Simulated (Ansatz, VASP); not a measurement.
**Two plane-wave programs on Ga4SbP3**

File INCAR:

```
SYSTEM = Ga4SbP3
PREC     = Accurate       ! precision mode
ENCUT    = 520            ! plane-wave cutoff, eV
EDIFF    = 1E-7           ! SCF threshold, eV
ISMEAR   = -1             ! smearing method
SIGMA    = 0.02           ! smearing width, eV
LREAL    = .False.        ! projectors in reciprocal space
LASPH    = .True.         ! aspherical terms in the spheres
NELM     = 60             ! most SCF steps
ALGO     = Normal         ! electronic algorithm
ISIF     = 2              ! what is computed and relaxed
LWAVE    = .False.        ! write WAVECAR
LCHARG   = .False.        ! write CHGCAR
GGA      = PE             ! functional
NBANDS   = 46             ! bands
```

File KPOINTS:

```
regular mesh
0
Gamma
  6 4 4
  0 0 0
```

Contents of POSCAR:

```
Ga4SbP3
1.0
    3.9757430766      0.0000000000      0.0000000000
    0.0000000000      3.9809252906      5.6286983800
    0.0000000000     -3.9809252906      5.6286983800
P Sb Ga
3 1 4
Direct
    0.0000000000      0.0011331064      0.0011331064
    0.5000000000     -0.0002651424      0.4997554682
    0.5000000000      0.4997554682     -0.0002651424
    0.0000000000      0.5000742546      0.5000742546
    0.5000000000      0.8766369985      0.8766369985
    0.0000000000      0.8946855562      0.3678964289
    0.0000000000      0.3678964289      0.8946855562
    0.5000000000      0.3600833297      0.3600833297
```

Input for Ansatz:

```yaml
crystal:
  lattice:
    - [3.9757430766, 0.0, 0.0]
    - [0.0, 3.9809252906, 5.62869838]
    - [0.0, -3.9809252906, 5.62869838]
  atoms:
    - { symbol: P, position: [0.0, 0.0011331064, 0.0011331064] }
    - { symbol: P, position: [0.5, -0.0002651424, 0.4997554682] }
    - { symbol: P, position: [0.5, 0.4997554682, -0.0002651424] }
    - { symbol: Sb, position: [0.0, 0.5000742546, 0.5000742546] }
    - { symbol: Ga, position: [0.5, 0.8766369985, 0.8766369985] }
    - { symbol: Ga, position: [0.0, 0.8946855562, 0.3678964289] }
    - { symbol: Ga, position: [0.0, 0.3678964289, 0.8946855562] }
    - { symbol: Ga, position: [0.5, 0.3600833297, 0.3600833297] }
kpoints:
  mp_grid: { grid: [6, 4, 4] }
  band_path:
    path:
      - [[0.0, 0.0, 0.0], [4.288331505791e-19, 0.5, 0.5], [5.071507224706e-19, 0.6249475775563, 0.3750524224437]]
      - [[2.350841499474e-19, 0.3750524224437, -0.3750524224437], [0.0, 0.0, 0.0], [0.5, 1.175384432514e-18, 5.462483344822e-19], [0.5, 0.3750524224437, -0.3750524224437]]
      - [[0.5, 0.6249475775563, 0.3750524224437], [0.5, 0.5, 0.5], [4.288331505791e-19, 0.5, 0.5]]
      - [[0.0, 0.0, 0.0], [3.71117436209e-19, 0.5, 1.56308214312e-17], [0.5, 0.5, 1.56308214312e-17], [0.5, 1.175384432514e-18, 5.462483344822e-19], [0.5, 0.5, 0.5]]
    npoints: 10
hamiltonian:
  xc: pbe
scf:
  occupations: { method: fermi_dirac, width: 0.02 }
  n_extra_bands: 6
output:
  forces: true
  stress: true
  eigenvalues: true
```

Alike in both runs: task single point; functional PBE; k mesh 6 × 4 × 4; occupations fermi-dirac, width 0.02 eV; no spin polarisation.

|  | VASP | Ansatz |
| --- | --- | --- |
| version | VASP 6.6.1 | Ansatz 0.2.0 |
| potentials or method | VASP PAW PBE potentials, release 64 (P, Sb, Ga_d) | plane waves, PAW |
| plane-wave cutoff (eV) | 520 | 420 |
| valence electrons in the cell | 72 | 82 |

VASP gave:

```
pressure (GPa)                     : 2.3
rms of the force components (eV/Å) : 0.029
```

Q: What did Ansatz give for the same quantities?

A: Pressure (GPa): 2.3; rms of the force components (eV/Å): 0.027.

Atom by atom the forces differ by 0.005 eV/Å (rms over components). VASP's potentials hold 72 valence electrons a cell and Ansatz's 82, so a difference there can come from the potentials and not from the codes.

Spin-orbit coupling is off throughout.
